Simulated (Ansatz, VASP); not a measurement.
**One calculation of CoSi2, two programs**

Contents of INCAR:

```
SYSTEM = CoSi2
PREC     = Accurate       ! precision mode
ENCUT    = 520            ! plane-wave cutoff, eV
EDIFF    = 1E-7           ! SCF threshold, eV
ISMEAR   = 0              ! smearing method
SIGMA    = 0.15           ! smearing width, eV
LREAL    = .False.        ! projectors in reciprocal space
LASPH    = .True.         ! aspherical terms in the spheres
NELM     = 60             ! most SCF steps
ALGO     = Normal         ! electronic algorithm
ISIF     = 2              ! what is computed and relaxed
LWAVE    = .False.        ! write WAVECAR
LCHARG   = .False.        ! write CHGCAR
GGA      = PE             ! functional
NBANDS   = 16             ! bands
```

KPOINTS

```
Automatic mesh
0
Gamma
  12 12 12
  0 0 0
```

File POSCAR:

```
CoSi2
1.0
    0.0000000000      2.6801763726      2.6801763726
    2.6801763726      0.0000000000      2.6801763726
    2.6801763726      2.6801763726      0.0000000000
Co Si
1 2
Direct
    0.0000000000      0.0000000000      0.0000000000
    0.2576487504      0.2423512496      0.2423512496
    0.7423512496      0.7576487504      0.7576487504
```

Input for Ansatz:

```yaml
crystal:
  lattice:
    - [0.0, 2.6801763726, 2.6801763726]
    - [2.6801763726, 0.0, 2.6801763726]
    - [2.6801763726, 2.6801763726, 0.0]
  atoms:
    - { symbol: Co, position: [0.0, 0.0, 0.0] }
    - { symbol: Si, position: [0.2576487504, 0.2423512496, 0.2423512496] }
    - { symbol: Si, position: [0.7423512496, 0.7576487504, 0.7576487504] }
basis:
  ecutwfc: 520.0
kpoints:
  mp_grid: { grid: [12, 12, 12] }
hamiltonian:
  xc: pbe
  pseudopotentials: { kind: paw, azcp: { folder: soft_1 } }
scf:
  occupations: { method: gaussian, width: 0.15 }
output:
  forces: true
  stress: true
  eigenvalues: true
  write_density: true
  write_potential: true
  elf: true
  volumetric_format: npy
```

Change from the starting cell: mode 4 frozen in at -0.041 Å and mode 8 at +0.000 Å (largest displacements).

Alike in both runs: task single point; functional PBE; k mesh 12 × 12 × 12; occupations gaussian, width 0.15 eV; no spin polarisation.

|  | VASP | Ansatz |
| --- | --- | --- |
| version | VASP 6.6.1 | Ansatz 0.2.0 |
| potentials or method | VASP PAW PBE potentials, release 64 (Co, Si), cutoff 520 eV | scalar-relativistic, plane waves, PAW |
| valence electrons in the cell | 17 | 25 |

Ansatz gave:

| Property | Result |
| --- | --- |
| gap on the k mesh at the Fermi level (eV) | none |
| pressure (GPa) | 0.3 |
| traceless stress, the component that is largest in VASP (GPa) | 3.01 |
| rms of the force components (eV/Å) | 0.216 |

**Question.** Estimate VASP's values.

**Answer.** gap on the k mesh at the Fermi level (eV): none; pressure (GPa): 0.0; traceless stress, the component that is largest in VASP (GPa): 3.00; rms of the force components (eV/Å): 0.214.

Atom by atom the forces differ by 0.001 eV/Å (rms over components). A gap of «none» marks a metal or a gap that the smearing closes. With one functional, cell and mesh, what is left measures potentials, basis and numerics. VASP's potentials hold 17 valence electrons a cell and Ansatz's 25, so a difference there can come from the potentials and not from the codes.
